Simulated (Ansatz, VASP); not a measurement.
# Zn: VASP beside Ansatz

```
Zn
1.0
     1.37595   -2.38322    0.00000
    -2.68920   -1.55261    2.27979
    -1.30120    0.83757   -4.45712
Zn
3
Direct
  0.33333 0.33333 0.66667
  0.66667 0.66667 0.33333
  0.00000 0.00000 0.00000
```

Alike in both runs: functional PBEsol; k mesh 14 × 12 × 14; occupations gaussian, width 0.1 eV; no spin polarisation.

Ansatz relaxed the structure, and its values are those at the end. VASP's run is a single point on that final structure, the one shown.

|  | VASP | Ansatz |
| --- | --- | --- |
| version | VASP 6.6.1 | Ansatz 0.2.0 |
| potentials or method | VASP PAW PBE potentials, release 64 (Zn), cutoff 520 eV | scalar-relativistic, plane waves, PAW |
| valence electrons in the cell | 36 | 36 |

|  | VASP | Ansatz | Ansatz less VASP |
| --- | --- | --- | --- |
| gap on the k mesh at the Fermi level (eV) | none | none | - |
| pressure (GPa) | 0.1 | 0.0 | -0.12 |

VASP's potentials were made for PBE, not for PBEsol. A gap of «none» marks a metal or a gap that the smearing closes.
